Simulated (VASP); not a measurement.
# CoO in VASP: settings compared

Aim: see how the results for CoO move with the level of theory and the settings. Levels: LDA, PBEsol. Tasks: single point, relaxation of cell and atoms.

All numbers are computed with VASP 6.6.1; they aren't measurements. Logs are shortened: lines on timing, memory, paths and dates and some standing lists are left out, and cuts for length are marked.

## Step 1: The cell of the first run

The typed cell holds 2 atoms: a = 2.881 Å, b = 2.881 Å, c = 2.881 Å, α = 119.99°, β = 119.99°, γ = 90.01°.

## Step 2: Single point, LDA, collinear spin, ferromagnetic start

INCAR

```
SYSTEM = CoO
  PREC = Accurate
  ENCUT = 520
  EDIFF = 1E-6
  ISMEAR = 0
  SIGMA = 0.1
  LREAL = .FALSE.
  LASPH = .TRUE.
  NELM = 150
  ALGO = Normal
  ISIF = 2
  LWAVE = .FALSE.
  LCHARG = .FALSE.
  ISPIN = 2
  MAGMOM = 2.74 0.38
  LORBIT = 11
  LMAXMIX = 4
  NBANDS = 18
```

KPOINTS

```
regular mesh
0
G
  20 20 20
  0 0 0
```

POSCAR

```
CoO
1.0
   -1.4406097507      1.4406097507      2.0370111145
    1.4406097507     -1.4406097507      2.0370111145
    1.4406097507      1.4406097507     -2.0370111145
Co O
1 1
Direct
    0.0000000000      0.0000000000      0.0000000000
    0.5000000000      0.5000000000      0.0000000000
```

Potentials or basis: VASP PAW LDA potentials, release 64 (Co, O).

Started as:

```bash
$ cat potpaw_LDA.64/Co/POTCAR potpaw_LDA.64/O/POTCAR > POTCAR
$ mpirun -np 1 vasp_std > vasp.out
```

OUTCAR:

```text
SYSTEM = CoO
   PREC = Accurate
   ENCUT = 520
   EDIFF = 1E-6
   ISMEAR = 0
   LREAL = .FALSE.
   LASPH = .TRUE.
   NELM = 150
   ISIF = 2
   ISPIN = 2
   LORBIT = 11

 ion  position               nearest neighbor table
   1  0.000  0.000  0.000-   2 2.04   2 2.04   2 2.04   2 2.04   2 2.04   2 2.04
   2  0.500  0.500  0.000-   1 2.04   1 2.04   1 2.04   1 2.04   1 2.04   1 2.04

  LATTYP: Found a body centered tetragonal cell.
 ALAT       =     2.8812195014
 C/A-ratio  =     1.4139923137

  Lattice vectors:

 A1 = (  -1.4406097507,   1.4406097507,   2.0370111145)
 A2 = (   1.4406097507,  -1.4406097507,   2.0370111145)
 A3 = (   1.4406097507,   1.4406097507,  -2.0370111145)

Analysis of symmetry for initial positions (statically):
=====================================================================
 Subroutine PRICEL returns:
 Original cell was already a primitive cell.

 Routine SETGRP: Setting up the symmetry group for a
 body centered tetragonal supercell.

 Subroutine GETGRP returns: Found 16 space group operations
 (whereof 16 operations were pure point group operations)
 out of a pool of 16 trial point group operations.

The static configuration has the point symmetry D_4h.

Analysis of symmetry for dynamics (positions and initial velocities):
=====================================================================
 Subroutine PRICEL returns:
 Original cell was already a primitive cell.

 Routine SETGRP: Setting up the symmetry group for a
 body centered tetragonal supercell.

 Subroutine GETGRP returns: Found 16 space group operations
 (whereof 16 operations were pure point group operations)
 out of a pool of 16 trial point group operations.

The dynamic configuration has the point symmetry D_4h.

Analysis of structural, dynamic, and magnetic symmetry:
=====================================================================
 Subroutine PRICEL returns:
 Original cell was already a primitive cell.

 Routine SETGRP: Setting up the symmetry group for a
 body centered tetragonal supercell.

 Subroutine GETGRP returns: Found 16 space group operations
 (whereof 16 operations were pure point group operations)
 out of a pool of 16 trial point group operations.

The overall configuration has the point symmetry D_4h.

 Subroutine INISYM returns: Found 16 space group operations
 (whereof 16 operations are pure point group operations),
 and found     1 'primitive' translations

----------------------------------------------------------------------------------------

                                     Primitive cell

  volume of cell :      16.9101
[... 113 lines left out ...]
   LORBIT       =     11    0 simple, 1 ext, 2 COOP (PROOUT), +10 PAW based schemes
   GGA     = CA    functional components
   LHFCALC =     F    Hartree Fock is set to
   AEXX    =    0.0000 exact exchange contribution
   IVDW    =     0    specifies the selected vdW correction
   LEPSILON=     F    determine dielectric tensor
   LRPA    =     F    only Hartree local field effects (RPA)
 spin polarized calculation
 Gauss-broadening in eV      SIGMA  =   0.10
  energy-cutoff  :      520.00
  volume of cell :       16.91
 maximum number of plane-waves:       471
 NGX is ok and might be reduce to    24
   NGX = 11   NGY = 11   NGZ = 11

 number of electron      15.0000000 magnetization       1.9792799

 Free energy of the ion-electron system (eV)
  ---------------------------------------------------
  ext. energy  EPLUGINS =         0.00000000
  ---------------------------------------------------
  free energy    TOTEN  =       -14.84167379 eV

  energy without entropy =      -14.82108403  energy(sigma->0) =      -14.83137891

 E-fermi :   9.6187     XC(G=0): -13.6651

 val. band max:        9.6185656917   @ k =  -0.3000  -0.3500   0.0500
 cond. band min:       9.6189937181   @ k =  -0.2500   0.3500   0.1000
 fundamental gap:      0.0004280264
 Fermi energy:         9.6186664101

 spin component 1

 k-point     1 :       0.0000    0.0000    0.0000
  band No.  band energies     occupation
      1     -11.7925      1.00000
      2       5.6735      1.00000
      3       5.6739      1.00000
      4       5.6739      1.00000
      5       6.7938      1.00000
      6       6.7938      1.00000
[... 493 lines left out ...]
     17      38.6321      0.00000
     18      40.8961      0.00000

 [... further k-points ...]

 spin component 2

 k-point     1 :       0.0000    0.0000    0.0000
  band No.  band energies     occupation
      1     -11.4990      1.00000
      2       5.9978      1.00000
      3       5.9984      1.00000
      4       5.9984      1.00000
      5       8.1427      1.00000
      6       8.1427      1.00000
[... 493 lines left out ...]
     17      38.9663      0.00000
     18      41.2919      0.00000

 [... further k-points ...]

------------------------ aborting loop because EDIFF is reached ----------------------------------------

  FORCE on cell =-STRESS in cart. coord.  units (eV):
  Direction    XX          YY          ZZ          XY          YZ          ZX
  --------------------------------------------------------------------------------------
  -------------------------------------------------------------------------------------
  Total       -0.2083961     -0.2083961     -0.2064474      0.0000000     -0.0000000      0.0000000
  in kB      -19.7448623    -19.7448623    -19.5602284      0.0000000     -0.0000000      0.0000000
  external PRESSURE =     -19.6833176 kB  Pullay stress =       0.0000000 kB

 VOLUME and BASIS-vectors are now :
 -----------------------------------------------------------------------------
  energy-cutoff  :      520.00
  volume of cell :       16.91
      direct lattice vectors                 reciprocal lattice vectors
    -1.440609751  1.440609751  2.037011114     0.000000000  0.347075257  0.245457669
     1.440609751 -1.440609751  2.037011114     0.347075257  0.000000000  0.245457669
     1.440609751  1.440609751 -2.037011114     0.347075257  0.347075257  0.000000000

 POSITION                                       TOTAL-FORCE (eV/Angst)
 -----------------------------------------------------------------------------------
      0.00000      0.00000      0.00000        -0.000000      0.000000      0.000000
      0.00000      0.00000      2.03701         0.000000     -0.000000      0.000000
 -----------------------------------------------------------------------------------
    total drift:                               -0.000000      0.000000     -0.000000

  FREE ENERGIE OF THE ION-ELECTRON SYSTEM (eV)
  ---------------------------------------------------
  free  energy   TOTEN  =       -14.8416737918 eV

  energy  without entropy=      -14.8210840286  energy(sigma->0) =      -14.83137891

 total charge

# of ion       s       p       d       tot
------------------------------------------
    1        0.333   0.448   7.349   8.131
    2        1.549   3.426   0.000   4.975
--------------------------------------------------
tot          1.883   3.874   7.349  13.106

 magnetization (x)

# of ion       s       p       d       tot
------------------------------------------
    1        0.019   0.016   1.748   1.783
    2        0.029   0.131   0.000   0.160
--------------------------------------------------
tot          0.047   0.147   1.748   1.943
```

OSZICAR:

```text
N       E                     dE             d eps       ncg     rms          rms(c)
DAV:   1     0.736552674346E+02    0.73655E+02   -0.68359E+03 48778   0.101E+03
DAV:   2    -0.127693402967E+02   -0.86425E+02   -0.74911E+02 48388   0.225E+02
DAV:   3    -0.171373438838E+02   -0.43680E+01   -0.42380E+01 53920   0.536E+01
DAV:   4    -0.171797298049E+02   -0.42386E-01   -0.42349E-01 57290   0.500E+00
DAV:   5    -0.171806270173E+02   -0.89721E-03   -0.89705E-03 57386   0.714E-01    0.181E+01
DAV:   6    -0.158286899688E+02    0.13519E+01   -0.12736E+01 59660   0.586E+01    0.187E+01
DAV:   7    -0.149202395713E+02    0.90845E+00   -0.44936E+00 58810   0.422E+01    0.743E+00
DAV:   8    -0.148525041014E+02    0.67735E-01   -0.30772E-01 63220   0.650E+00    0.350E+00
DAV:   9    -0.148433012329E+02    0.92029E-02   -0.12458E-02 56082   0.102E+00    0.574E-01
DAV:  10    -0.148415536964E+02    0.17475E-02   -0.75824E-03 55430   0.151E+00    0.288E-01
DAV:  11    -0.148416674073E+02   -0.11371E-03   -0.62337E-04 65690   0.333E-01    0.150E-01
DAV:  12    -0.148416857998E+02   -0.18393E-04   -0.87299E-05 62388   0.125E-01    0.747E-02
DAV:  13    -0.148416830321E+02    0.27677E-05   -0.45139E-05 71216   0.591E-02    0.535E-02
DAV:  14    -0.148416734448E+02    0.95873E-05   -0.11193E-05 68298   0.508E-02    0.178E-02
DAV:  15    -0.148416737918E+02   -0.34707E-06   -0.11688E-06 32212   0.135E-02
   1 F= -.14841674E+02 E0= -.14831379E+02  d E =-.205898E-01  mag=     1.9785
```

It took 2.2 min on 1 thread of Intel Xeon 6975P-C (Granite Rapids), shared host; peak memory 0.38 GiB.

Results:

```
Free energy                                           : -14.8417 eV
Pressure                                              : -2.0 GPa
Net moment                                            : 1.98 μB per cell
Site moments                                          : Co +1.78; O +0.16 μB
Valence electrons inside the program's atomic spheres : Co 8.13; O 4.97
```

Levels at points of the mesh, in eV from the Fermi level:
Spin up:
```
           k point  band 7  band 8  band 9  band 10  band 11  band 12
(0.00, 0.00, 0.00)   -2.82   -2.69   -2.69     1.81    17.07    19.17
(0.50, 0.00, 0.00)   -1.27    0.86    0.86     5.27    10.49    14.22
(0.50, 0.50, 0.00)   -1.42   -1.42   -1.39     6.82    10.44    12.40
(0.50, 0.50, 0.50)   -1.42   -1.42   -1.39     6.82    10.45    12.39
```
Spin down:
```
           k point  band 3  band 4  band 5  band 6  band 7  band 8  band 9  band 10
(0.00, 0.00, 0.00)   -3.62   -3.62   -1.48   -1.48   -1.47   -0.82   -0.82     2.17
(0.50, 0.00, 0.00)   -6.07   -6.07   -0.26   -0.26    0.10    2.41    2.41     5.52
(0.50, 0.50, 0.00)   -5.00   -5.00   -2.93   -0.25    0.12    0.12    0.54     7.35
(0.50, 0.50, 0.50)   -5.00   -5.00   -2.93   -0.25    0.12    0.12    0.54     7.35
```

Caveat: a cell with one magnetic atom can't hold antiferromagnetic order, which such compounds often take; semilocal functionals often make such compounds metallic where correlation or magnetic order opens a gap, which also shifts bond lengths.

## Step 3: Single point, PBEsol, collinear spin, ferromagnetic start

This run uses another cell than the first one, of 9.05 Å³/atom.

INCAR

```
ALGO = Normal
EDIFF = 1E-6
ENCUT = 520
GGA = PS
ISIF = 2
ISMEAR = 0
ISPIN = 2
LASPH = True
LCHARG = False
LMAXMIX = 4
LORBIT = 11
LREAL = False
LWAVE = False
MAGMOM = 2.74 0.38
NBANDS = 18
NELM = 150
PREC = Accurate
SIGMA = 0.1
```

KPOINTS

```
k-points
0
Gamma
  20 20 20
```

POSCAR

```
CoO
1.0
   -1.4734662889      1.4734662889      2.0833600292
    1.4734662889     -1.4734662889      2.0833600292
    1.4734662889      1.4734662889     -2.0833600292
Co O
1 1
Direct
    0.0000000000      0.0000000000      0.0000000000
    0.5000000000      0.5000000000      0.0000000000
```

Potentials or basis: VASP PAW PBE potentials, release 64 (Co, O).

Started as:

```bash
$ cat potpaw_PBE.64/Co/POTCAR potpaw_PBE.64/O/POTCAR > POTCAR
$ mpirun -np 1 vasp_std > vasp.out
```

OUTCAR:

```text
EDIFF = 1E-6
   ENCUT = 520
   GGA = PS
   ISIF = 2
   ISMEAR = 0
   ISPIN = 2
   LASPH = True
   LORBIT = 11
   LREAL = False
   NELM = 150
   PREC = Accurate

 ion  position               nearest neighbor table
   1  0.000  0.000  0.000-   2 2.08   2 2.08   2 2.08   2 2.08   2 2.08   2 2.08
   2  0.500  0.500  0.000-   1 2.08   1 2.08   1 2.08   1 2.08   1 2.08   1 2.08

  LATTYP: Found a body centered tetragonal cell.
 ALAT       =     2.9469325778
 C/A-ratio  =     1.4139176749

  Lattice vectors:

 A1 = (  -1.4734662889,   1.4734662889,   2.0833600292)
 A2 = (   1.4734662889,  -1.4734662889,   2.0833600292)
 A3 = (   1.4734662889,   1.4734662889,  -2.0833600292)

Analysis of symmetry for initial positions (statically):
=====================================================================
 Subroutine PRICEL returns:
 Original cell was already a primitive cell.

 Routine SETGRP: Setting up the symmetry group for a
 body centered tetragonal supercell.

[... 704 lines left out ...]
      5       7.5163      1.00000
      6       7.5164      1.00000
[... 493 lines left out ...]
     17      36.9915      0.00000
     18      39.4411      0.00000

 [... further k-points ...]

------------------------ aborting loop because EDIFF is reached ----------------------------------------

  FORCE on cell =-STRESS in cart. coord.  units (eV):
  Direction    XX          YY          ZZ          XY          YZ          ZX
  --------------------------------------------------------------------------------------
  -------------------------------------------------------------------------------------
  Total       -0.0961820     -0.0961820     -0.0932686      0.0000000      0.0000000      0.0000000
  in kB       -8.5172581     -8.5172581     -8.2592666      0.0000000      0.0000000      0.0000000
  external PRESSURE =      -8.4312609 kB  Pullay stress =       0.0000000 kB

 VOLUME and BASIS-vectors are now :
 -----------------------------------------------------------------------------
  energy-cutoff  :      520.00
  volume of cell :       18.09
      direct lattice vectors                 reciprocal lattice vectors
    -1.473466289  1.473466289  2.083360029     0.000000000  0.339335894  0.239996925
     1.473466289 -1.473466289  2.083360029     0.339335894  0.000000000  0.239996925
     1.473466289  1.473466289 -2.083360029     0.339335894  0.339335894  0.000000000

 POSITION                                       TOTAL-FORCE (eV/Angst)
 -----------------------------------------------------------------------------------
      0.00000      0.00000      0.00000        -0.000000     -0.000000     -0.000000
      0.00000      0.00000      2.08336         0.000000      0.000000      0.000000
 -----------------------------------------------------------------------------------
    total drift:                               -0.000000      0.000000     -0.000000

  FREE ENERGIE OF THE ION-ELECTRON SYSTEM (eV)
  ---------------------------------------------------
  free  energy   TOTEN  =       -13.9987879861 eV

  energy  without entropy=      -13.9784818628  energy(sigma->0) =      -13.98863492

 total charge

# of ion       s       p       d       tot
------------------------------------------
    1        0.315   0.406   7.211   7.932
    2        1.552   3.424   0.000   4.977
--------------------------------------------------
tot          1.867   3.830   7.211  12.908

 magnetization (x)

# of ion       s       p       d       tot
------------------------------------------
    1        0.021   0.019   2.358   2.398
    2        0.031   0.235   0.000   0.265
--------------------------------------------------
tot          0.051   0.254   2.358   2.664
```

Run time: 2.4 min. Hardware: 1 thread of Intel Xeon 6975P-C (Granite Rapids), shared host; peak memory 0.42 GiB.

Results:

```yaml
Free_energy: -13.9988 eV
Pressure: -0.8 GPa
Net_moment: 2.71 μB per cell
Site_moments: Co +2.40; O +0.27 μB
Valence_electrons_inside_the_program's_atomic_spheres: Co 7.93; O 4.98
```

Caveat: the PAW data sets were made with another functional, which shifts forces and pressure a little; a cell with one magnetic atom can't hold antiferromagnetic order, which such compounds often take; semilocal functionals often make such compounds metallic where correlation or magnetic order opens a gap, which also shifts bond lengths. With open d or f shells a metallic result of PBEsol can be an artefact of self-interaction; +U or a hybrid may open a gap.

## Step 4: Single point, LDA, collinear spin, ferromagnetic start

This run uses another cell than the first one, of 9.58 Å³/atom.

INCAR

```
SYSTEM = CoO
PREC = Accurate
ENCUT = 520
EDIFF = 1E-6
ISMEAR = 0
SIGMA = 0.1
LREAL = .False.
LASPH = .True.
NELM = 150
ALGO = Normal
ISIF = 2
LWAVE = .False.
LCHARG = .False.
ISPIN = 2
MAGMOM = 2.74 0.38
LORBIT = 11
LMAXMIX = 4
NBANDS = 18
```

KPOINTS

```
regular mesh
0
Gamma
  20 20 20
  0 0 0
```

POSCAR

```
CoO
1.0
   -1.5080001529      1.5080001529      2.1072499549
    1.5080001529     -1.5080001529      2.1072499549
    1.5080001529      1.5080001529     -2.1072499549
Co O
1 1
Direct
    0.0000000000      0.0000000000      0.0000000000
    0.5000000000      0.5000000000      0.0000000000
```

Potentials or basis: VASP PAW LDA potentials, release 64 (Co, O).

Started as:

```bash
$ cat potpaw_LDA.64/Co/POTCAR potpaw_LDA.64/O/POTCAR > POTCAR
$ mpirun -np 1 vasp_std > vasp.out
```

Run time: 10 min. Hardware: 1 thread of Intel Xeon 8259CL, shared host; peak memory 0.42 GiB.

It converged, with:

| Quantity | Value |
| --- | --- |
| Free energy | -14.6743 eV |
| Pressure | -19.8 GPa |
| Net moment | 2.68 μB per cell |
| Site moments | Co +2.35; O +0.28 μB |
| Valence electrons inside the program's atomic spheres | Co 7.86; O 4.93 |

Stress tensor (GPa, compression positive):
```
-19.71   0.00   0.00
  0.00 -19.71   0.00
  0.00   0.00 -20.08
```

Levels at points of the mesh, in eV from the Fermi level:
Spin up:
| k point | band 5 | band 6 | band 7 | band 8 | band 9 | band 10 | band 11 | band 12 | band 13 | band 14 |
| --- | --- | --- | --- | --- | --- | --- | --- | --- | --- | --- |
| (0.00, 0.00, 0.00) | -2.96 | -2.96 | -2.92 | -2.92 | -2.89 | 0.99 | 16.65 | 18.01 | 18.01 | 18.04 |
| (0.50, 0.00, 0.00) | -2.15 | -2.15 | -1.66 | 0.24 | 0.33 | 4.92 | 9.21 | 13.13 | 13.40 | 20.42 |
| (0.50, 0.50, 0.00) | -3.86 | -2.55 | -2.01 | -1.87 | -1.87 | 5.78 | 9.56 | 11.65 | 15.52 | 15.73 |
| (0.50, 0.50, 0.50) | -3.83 | -2.52 | -2.00 | -1.88 | -1.88 | 5.78 | 9.72 | 11.50 | 15.48 | 15.48 |
Spin down:
```csv
k point,band 2,band 3,band 4,band 5,band 6,band 7,band 8,band 9,band 10,band 11
"(0.00, 0.00, 0.00)",-2.86,-2.81,-2.81,-1.14,-1.14,-1.08,-0.47,-0.47,1.49,16.74
"(0.50, 0.00, 0.00)",-7.83,-4.98,-4.95,-0.14,-0.13,0.17,2.24,2.31,5.26,9.90
"(0.50, 0.50, 0.00)",-6.63,-4.11,-4.01,-2.28,-0.02,0.15,0.17,0.51,6.47,10.03
"(0.50, 0.50, 0.50)",-6.61,-4.10,-4.10,-2.27,0.02,0.16,0.16,0.51,6.47,10.17
```

Caveat: the cell stands under tension; a cell with one magnetic atom can't hold antiferromagnetic order, which such compounds often take; semilocal functionals often make such compounds metallic where correlation or magnetic order opens a gap, which also shifts bond lengths. With open d or f shells a metallic result of LDA can be an artefact of self-interaction; +U or a hybrid may open a gap.

[end of part 1 of 2]
